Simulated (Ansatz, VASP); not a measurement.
# Ge: VASP beside Ansatz

File INCAR:

```
ALGO     = Normal         # electronic algorithm
EDIFF    = 1E-6           # SCF threshold, eV
ENCUT    = 520            # plane-wave cutoff, eV
GGA      = PE             # functional
ISIF     = 2              # what is computed and relaxed
ISMEAR   = -1             # smearing method
LASPH    = T              # aspherical terms in the spheres
LCHARG   = F              # write CHGCAR
LREAL    = F              # projectors in reciprocal space
LWAVE    = F              # write WAVECAR
NBANDS   = 36             # bands
NELM     = 60             # most SCF steps
PREC     = Accurate       # precision mode
SIGMA    = 0.02           # smearing width, eV
```

The input KPOINTS:

```
k-points
0
Gamma
  12 12 4
```

Contents of POSCAR:

```
Ge
1.0
    3.9976151820      0.0000000000      0.0000000000
   -1.9988075910      3.4620363022      0.0000000000
    0.0000000000      0.0000000000      6.6178722099
Ge
4
Direct
    0.3333333333      0.6666666667      0.0005657919
    0.6666666667      0.3333333333      0.5005657919
    0.3333333333      0.6666666667      0.3744342081
    0.6666666667      0.3333333333      0.8744342081
```

Input for Ansatz:

```yaml
crystal:
  lattice:
    - [3.997615182, 0.0, 0.0]
    - [-1.998807591, 3.4620363022, 0.0]
    - [0.0, 0.0, 6.6178722099]
  atoms:
    - { symbol: Ge, position: [0.3333333333, 0.6666666667, 0.0005657919] }
    - { symbol: Ge, position: [0.6666666667, 0.3333333333, 0.5005657919] }
    - { symbol: Ge, position: [0.3333333333, 0.6666666667, 0.3744342081] }
    - { symbol: Ge, position: [0.6666666667, 0.3333333333, 0.8744342081] }
kpoints:
  mp_grid: { grid: [12, 12, 4] }
  band_path:
    path:
      - [0.0, 0.0, 0.0]
      - [0.5, 0.0, 0.0]
      - [0.3333333333, 0.3333333333, 0.0]
      - [0.0, 0.0, 0.5]
      - [0.5, 0.0, 0.5]
      - [0.3333333333, 0.3333333333, 0.5]
      - [0.0, 0.0, 0.05]
      - [0.0, 0.0, 0.15]
    npoints: 1
hamiltonian:
  xc: pbe
scf:
  occupations: { method: fermi_dirac, width: 0.02 }
  n_extra_bands: 5
output:
  forces: true
  stress: true
  eigenvalues: true
```

Change from the starting cell: uniaxial_z strain +0.4%.

Alike in both runs: task single point; functional PBE; k mesh 12 × 12 × 4; occupations fermi-dirac, width 0.02 eV; no spin polarisation.

```csv
,VASP,Ansatz
version,VASP 6.6.1,Ansatz 0.2.0
potentials or method,"VASP PAW PBE potentials, release 64 (Ge_d)","plane waves, PAW"
plane-wave cutoff (eV),520,420
valence electrons in the cell,56,56
```

VASP gave:

| Property | Result |
| --- | --- |
| pressure (GPa) | 2.6 |
| traceless stress, the component that is largest in VASP (GPa) | -0.32 |
| rms of the force components (eV/Å) | 0.009 |

Q: Estimate Ansatz's values.

A: Pressure (GPa): 2.7; traceless stress, the component that is largest in VASP (GPa): -0.32; rms of the force components (eV/Å): 0.010.

Atom by atom the forces differ by 0.001 eV/Å (rms over components).
